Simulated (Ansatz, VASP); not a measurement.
## Ti in VASP and in Ansatz

```
CELL_PARAMETERS angstrom
4.47414 0.00000 0.00000
-2.23707 3.87472 0.00000
0.00000 0.00000 2.76855
ATOMIC_POSITIONS crystal
Ti 0.66667 0.33333 0.50000
Ti 0.33333 0.66667 0.50000
Ti 0.00000 0.00000 0.00000
```

Change from the starting cell: volume scaled by 0.94.

Alike in both runs: task single point; functional LDA; k mesh 7 × 7 × 9; occupations fermi-dirac, width 0.05 eV; no spin polarisation.

```csv
,VASP,Ansatz
version,VASP 6.6.1,Ansatz 0.2.0
potentials or method,"VASP PAW LDA potentials, release 64 (Ti_sv), cutoff 520 eV","all-electron LAPW, scalar-relativistic"
```

|  | VASP | Ansatz | Ansatz less VASP |
| --- | --- | --- | --- |
| gap on the k mesh at the Fermi level (eV) | none | none | - |
| pressure (GPa) | -1.7 | -1.2 | +0.54 |
| traceless stress, the component that is largest in VASP (GPa) | 0.58 | 0.60 | +0.016 |

LDA's correlation is that of Perdew and Zunger in VASP and of Perdew and Wang (1992) in Ansatz. A gap of «none» marks a metal or a gap that the smearing closes. Ansatz ran all-electron here, and VASP with PAW potentials.
